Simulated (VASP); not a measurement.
# Hf3F2 (P2/m) in VASP: single point with PBE

Aim: the single point of Hf3F2 with PBE.

Program: VASP 6.6.1. These are calculated values, not measurements. Logs are shortened: lines on timing, memory, paths and dates and some standing lists are left out, and cuts for length are marked.

### 1 The cell of the first run

The typed cell holds 5 atoms: a = 5.484 Å, b = 4.465 Å, c = 5.380 Å, α = 90.00°, β = 119.35°, γ = 90.00°.

The cell was built from a structure type or drawn by symmetry, and may not be a known phase.

### 2 Single point, PBE

INCAR

```
ALGO     = Normal         # electronic algorithm
EDIFF    = 1E-6           # SCF threshold, eV
ENCUT    = 600            # plane-wave cutoff, eV
GGA      = PE             # functional
GGA_COMPAT= False        
ISIF     = 2              # what is computed and relaxed
ISMEAR   = 0              # smearing method
LASPH    = True           # aspherical terms in the spheres
LCHARG   = True           # write CHGCAR
LELF     = True           # ELF
LREAL    = False          # projectors in reciprocal space
LVHAR    = True         
LWAVE    = False          # write WAVECAR
NBANDS   = 30             # bands
NELM     = 120            # most SCF steps
PREC     = Accurate       # precision mode
SIGMA    = 0.2            # smearing width, eV
```

KPOINTS

```
k-points
0
Gamma
  3 5 3
```

POSCAR

```
Hf3F2
1.0
    5.4780656170      0.0000000000     -0.2654177296
    0.0000000000      4.4654198115      0.0000000000
   -2.4065786576      0.0000000000      4.8112557902
Hf F
3 2
Direct
    0.3804643148      0.5000000000      0.1902590181
    0.6195356852      0.5000000000      0.8097409819
    0.0000000000      0.5000000000      0.5000000000
    0.0000000000      0.2469341532      0.0000000000
    0.0000000000      0.7530658468      0.0000000000
```

Potentials or basis: VASP PAW PBE potentials, release 64 (Hf_pv, F).

The run is started by

```
$ cat potpaw_PBE.64/Hf_pv/POTCAR potpaw_PBE.64/F/POTCAR > POTCAR
$ mpirun -np 1 vasp_std > vasp.out
```

OUTCAR:

```text
EDIFF = 1E-6
   ENCUT = 600
   GGA = PE
   ISIF = 2
   ISMEAR = 0
   LASPH = True
   LREAL = False
   NELM = 120
   PREC = Accurate

 ion  position               nearest neighbor table
   1  0.380  0.500  0.190-   4 2.14   5 2.14   2 2.92   2 2.92   3 2.96   3 3.25   3 3.25   2 3.64

   2  0.620  0.500  0.810-   4 2.14   5 2.14   1 2.92   1 2.92   3 2.96   3 3.25   3 3.25   1 3.64

   3  0.000  0.500  0.500-   2 2.96   1 2.96   2 3.25   1 3.25   2 3.25   1 3.25
   4  0.000  0.247  0.000-   1 2.14   2 2.14
   5  0.000  0.753  0.000-   1 2.14   2 2.14

  LATTYP: Found a simple monoclinic cell.
 ALAT       =     5.3795727631
 B/A-ratio  =     0.8300696000
 C/A-ratio  =     1.0195032145
 COS(beta)  =    -0.4901125080

  Lattice vectors:

 A1 = (  -2.4065786576,   0.0000000000,   4.8112557902)
 A2 = (   0.0000000000,  -4.4654198115,   0.0000000000)
 A3 = (   5.4780656170,   0.0000000000,  -0.2654177296)

Analysis of symmetry for initial positions (statically):
=====================================================================
 Subroutine PRICEL returns:
 Original cell was already a primitive cell.

 Routine SETGRP: Setting up the symmetry group for a
 simple monoclinic supercell.

 Subroutine GETGRP returns: Found  4 space group operations
 (whereof  4 operations were pure point group operations)
 out of a pool of  4 trial point group operations.

The static configuration has the point symmetry C_2h.

Analysis of symmetry for dynamics (positions and initial velocities):
=====================================================================
 Subroutine PRICEL returns:
 Original cell was already a primitive cell.

 Routine SETGRP: Setting up the symmetry group for a
 simple monoclinic supercell.

 Subroutine GETGRP returns: Found  4 space group operations
 (whereof  4 operations were pure point group operations)
 out of a pool of  4 trial point group operations.

The dynamic configuration has the point symmetry C_2h.

 Subroutine INISYM returns: Found  4 space group operations
 (whereof  4 operations are pure point group operations),
 and found     1 'primitive' translations

----------------------------------------------------------------------------------------

                                     Primitive cell

  volume of cell :     114.8400

  direct lattice vectors                    reciprocal lattice vectors
     5.478065617  0.000000000 -0.265417730     0.187080088  0.000000000  0.093577013
     0.000000000  4.465419812  0.000000000     0.000000000  0.223943110  0.000000000
    -2.406578658  0.000000000  4.811255790     0.010320460  0.000000000  0.213008213

  length of vectors
     5.484491724  4.465419812  5.379572763     0.209178433  0.223943110  0.213258085

  position of ions in fractional coordinates (direct lattice)
     0.380464315  0.500000000  0.190259018
     0.619535685  0.500000000  0.809740982
     0.000000000  0.500000000  0.500000000
     0.000000000  0.246934153  0.000000000
     0.000000000  0.753065847  0.000000000

  ion indices of the primitive-cell ions
   primitive index   ion index
                 1           1
                 2           2
                 3           3
                 4           4
                 5           5

----------------------------------------------------------------------------------------

 KPOINTS: k-points

Automatic generation of k-mesh.
 Grid dimensions read from file:
 generate k-points for:    3    5    3

 Generating k-lattice:

  Cartesian coordinates                     Fractional coordinates (reciprocal lattice)
     0.062360029  0.000000000  0.031192338     0.333333333  0.000000000  0.000000000
     0.000000000  0.044788622  0.000000000     0.000000000  0.200000000  0.000000000
     0.003440153  0.000000000  0.071002738    -0.000000000  0.000000000  0.333333333

  Length of vectors
     0.069726144  0.044788622  0.071086028

  Shift w.r.t. Gamma in fractional coordinates (k-lattice)
     0.000000000  0.000000000  0.000000000

 Subroutine IBZKPT returns following result:
 ===========================================

 Found     15 irreducible k-points:

 Following reciprocal coordinates:
            Coordinates               Weight
  0.000000  0.000000  0.000000      1.000000
  0.333333  0.000000  0.000000      2.000000
  0.000000  0.200000  0.000000      2.000000
  0.333333  0.200000  0.000000      4.000000
  0.000000  0.400000  0.000000      2.000000
  0.333333  0.400000  0.000000      4.000000
  0.000000  0.000000  0.333333      2.000000
  0.333333  0.000000  0.333333      2.000000
 -0.333333  0.000000  0.333333      2.000000
  0.000000  0.200000  0.333333      4.000000
  0.333333  0.200000  0.333333      4.000000
 -0.333333  0.200000  0.333333      4.000000
  0.000000  0.400000  0.333333      4.000000
  0.333333  0.400000  0.333333      4.000000
 -0.333333  0.400000  0.333333      4.000000
   k-points           NKPTS =     15   k-points in BZ     NKDIM =     15   number of bands    NBANDS=     30
   number of dos      NEDOS =    301   number of ions     NIONS =      5
   total plane-waves  NPLWV =  82944
   dimension x,y,z NGX =    48 NGY =   36 NGZ =   48
   dimension x,y,z NGXF=    96 NGYF=   72 NGZF=   96
   ions per type =               3   2
   NGX,Y,Z   is equivalent  to a cutoff of  14.55, 13.40, 14.83 a.u.
   NGXF,Y,Z  is equivalent  to a cutoff of  29.10, 26.81, 29.67 a.u.
 SYSTEM =  unknown system
   PREC   = accura    normal or accurate (medium, high low for compatibility)
   ISTART =      0    job   : 0-new  1-cont  2-samecut
   ICHARG =      2    charge: 1-file 2-atom 10-const
   ISPIN  =      1    spin polarized calculation?
   LNONCOLLINEAR =      F non collinear calculations
   LSORBIT =      F    spin-orbit coupling
   LASPH  =      T    aspherical Exc in radial PAW
   ENCUT  =  600.0 eV  44.10 Ry    6.64 a.u.  10.95  8.92 10.74*2*pi/ulx,y,z
   NELM   =    120;   NELMIN=  2; NELMDL= -5     # of ELM steps
   EDIFF  = 0.1E-05   stopping-criterion for ELM
   LREAL  =      F    real-space projection
   EDIFFG = 0.1E-04   stopping-criterion for IOM
   NSW    =      0    number of steps for IOM
   IBRION =     -1    ionic relax: 0-MD 1-quasi-New 2-CG
   NFREE  =      0    steps in history (QN), initial steepest desc. (CG)
   ISIF   =      2    stress and relaxation
   ISYM   =      2    0-nonsym 1-usesym 2-fastsym
   POTIM  = 0.5000    time-step for ionic-motion
   TEBEG  =    0.0;   TEEND  =   0.0 temperature during run
   PSTRESS=    0.0 pullay stress
   NELECT =      44.0000    total number of electrons
   NUPDOWN=      -1.0000    fix difference up-down
   EMIN   =  10.00;   EMAX   =-10.00  energy-range for DOS
   EFERMI =   0.00;   METHOD = LEGACY
   ISMEAR =     0;   SIGMA  =   0.20  broadening in eV -4-tet -1-fermi 0-gaus
   EFERMI_NEDOS =   21; number of points for ismear=-14 and -15
   IALGO  =     38    algorithm
   IMIX   =      4    mixing-type and parameters
     AMIX     =   0.40;   BMIX     =  1.00
     AMIX_MAG =   1.60;   BMIX_MAG =  1.00
  volume/ion in A,a.u.               =      22.97       155.00
  Fermi-wavevector in a.u.,A,eV,Ry     =   1.189035  2.246950 19.235977  1.413804
  Thomas-Fermi vector in A             =   2.325151
   LORBIT       =      0    0 simple, 1 ext, 2 COOP (PROOUT), +10 PAW based schemes
   GGA     = PE    functional components
   LHFCALC =     F    Hartree Fock is set to
   AEXX    =    0.0000 exact exchange contribution
   IVDW    =     0    specifies the selected vdW correction
   LEPSILON=     F    determine dielectric tensor
   LRPA    =     F    only Hartree local field effects (RPA)
 non-spin polarized calculation
 Gauss-broadening in eV      SIGMA  =   0.20
  energy-cutoff  :      600.00
  volume of cell :      114.84
 maximum number of plane-waves:      3849
 NGX is ok and might be reduce to    48
   NGX = 21   NGY = 17   NGZ = 21

 number of electron      43.9999993 magnetization

 Free energy of the ion-electron system (eV)
  ---------------------------------------------------
  ext. energy  EPLUGINS =         0.00000000
  ---------------------------------------------------
  free energy    TOTEN  =       -36.51389682 eV

  energy without entropy =      -36.40787914  energy(sigma->0) =      -36.46088798

 E-fermi :   2.7357     XC(G=0):  -9.4504

 val. band max:        2.7319256339   @ k =   0.0000   0.4000   0.0000
 cond. band min:       2.7445862615   @ k =   0.3333   0.0000   0.3333
 fundamental gap:      0.0126606276
 Fermi energy:         2.7357468229

 k-point     1 :       0.0000    0.0000    0.0000
  band No.  band energies     occupation
      1     -29.3280      2.00000
      2     -29.1935      2.00000
      3     -28.9999      2.00000
      4     -28.9740      2.00000
      5     -28.8844      2.00000
      6     -28.7315      2.00000
[... 22 lines left out ...]
     29       4.4361      0.00000
     30       4.8235      0.00000

 k-point     2 :       0.3333    0.0000    0.0000
  band No.  band energies     occupation
      1     -29.3539      2.00000
      2     -29.1853      2.00000
      3     -29.0885      2.00000
      4     -28.8534      2.00000
      5     -28.7726      2.00000
      6     -28.6902      2.00000
[... 22 lines left out ...]
     29       5.2549      0.00000
     30       5.5443      0.00000

 k-point     3 :       0.0000    0.2000    0.0000
  band No.  band energies     occupation
      1     -29.3278      2.00000
      2     -29.1962      2.00000
      3     -28.9957      2.00000
      4     -28.9737      2.00000
      5     -28.8890      2.00000
      6     -28.7338      2.00000
[... 22 lines left out ...]
     29       4.6425      0.00000
     30       4.9447      0.00000

 k-point     4 :       0.3333    0.2000    0.0000
  band No.  band energies     occupation
      1     -29.3537      2.00000
      2     -29.1877      2.00000
      3     -29.0853      2.00000
      4     -28.8576      2.00000
      5     -28.7757      2.00000
      6     -28.6895      2.00000
[... 22 lines left out ...]
     29       5.0022      0.00000
     30       5.6594      0.00000

 k-point     5 :       0.0000    0.4000    0.0000
  band No.  band energies     occupation
      1     -29.3275      2.00000
      2     -29.2005      2.00000
      3     -28.9886      2.00000
      4     -28.9732      2.00000
      5     -28.8966      2.00000
      6     -28.7375      2.00000
[... 22 lines left out ...]
     29       4.8875      0.00000
     30       5.1850      0.00000
[... 229 lines left out ...]
     29       4.9392      0.00000
     30       5.3550      0.00000

 k-point    13 :       0.0000    0.4000    0.3333
  band No.  band energies     occupation
      1     -29.3758      2.00000
      2     -29.1928      2.00000
      3     -29.0911      2.00000
      4     -28.8757      2.00000
      5     -28.7897      2.00000
      6     -28.7673      2.00000
[... 22 lines left out ...]
     29       5.2840      0.00000
     30       5.4698      0.00000

 k-point    14 :       0.3333    0.4000    0.3333
  band No.  band energies     occupation
      1     -29.3658      2.00000
      2     -29.1890      2.00000
      3     -28.9726      2.00000
      4     -28.9432      2.00000
      5     -28.8420      2.00000
      6     -28.8057      2.00000
[... 22 lines left out ...]
     29       5.5945      0.00000
     30       5.7216      0.00000

 k-point    15 :      -0.3333    0.4000    0.3333
  band No.  band energies     occupation
      1     -29.3759      2.00000
      2     -29.1928      2.00000
      3     -29.0910      2.00000
      4     -28.8757      2.00000
      5     -28.7897      2.00000
      6     -28.7673      2.00000
[... 22 lines left out ...]
     29       5.2834      0.00000
     30       5.4689      0.00000

------------------------ aborting loop because EDIFF is reached ----------------------------------------

  FORCE on cell =-STRESS in cart. coord.  units (eV):
  Direction    XX          YY          ZZ          XY          YZ          ZX
  --------------------------------------------------------------------------------------
  -------------------------------------------------------------------------------------
  Total       -1.0094140      0.0870164     -0.6289102      0.0000000      0.0000000     -0.2764990
  in kB      -14.0827260      1.2139998     -8.7741701      0.0000000      0.0000000     -3.8575451
  external PRESSURE =      -7.2142988 kB  Pullay stress =       0.0000000 kB

 VOLUME and BASIS-vectors are now :
 -----------------------------------------------------------------------------
  energy-cutoff  :      600.00
  volume of cell :      114.84
      direct lattice vectors                 reciprocal lattice vectors
     5.478065617  0.000000000 -0.265417730     0.187080088  0.000000000  0.093577013
     0.000000000  4.465419812  0.000000000     0.000000000  0.223943110  0.000000000
    -2.406578658  0.000000000  4.811255790     0.010320460  0.000000000  0.213008213

 POSITION                                       TOTAL-FORCE (eV/Angst)
 -----------------------------------------------------------------------------------
      1.62634      2.23271      0.81440        -0.126043      0.000000     -0.064443
      1.44515      2.23271      3.73144         0.126043      0.000000      0.064443
     -1.20329      2.23271      2.40563         0.000000      0.000000      0.000000
      0.00000      1.10266      0.00000         0.000000      0.110745     -0.000000
      0.00000      3.36276      0.00000         0.000000     -0.110745      0.000000
 -----------------------------------------------------------------------------------
    total drift:                                0.000000     -0.000000     -0.000000

  FREE ENERGIE OF THE ION-ELECTRON SYSTEM (eV)
  ---------------------------------------------------
  free  energy   TOTEN  =       -36.5138968200 eV

  energy  without entropy=      -36.4078791395  energy(sigma->0) =      -36.46088798
```

Wall time 1.9 min (1 thread of Intel Xeon 8259CL, shared host); peak memory 0.29 GiB.

Results:

- Free energy: -36.5139 eV
- Pressure: -0.7 GPa
- Largest force: 0.142 eV/Å
- Band gap on the k mesh: zero (bands 22 and 23 overlap by 0.29 eV)

Forces on the atoms (eV/Å):
```
Hf  -0.126  0.000 -0.064
Hf   0.126  0.000  0.064
Hf   0.000  0.000  0.000
F    0.000  0.111  0.000
F    0.000 -0.111  0.000
```

Caveat: the k points lie up to 0.45 Å⁻¹ apart; spin-orbit coupling is left out, which moves the levels of the heavy elements.
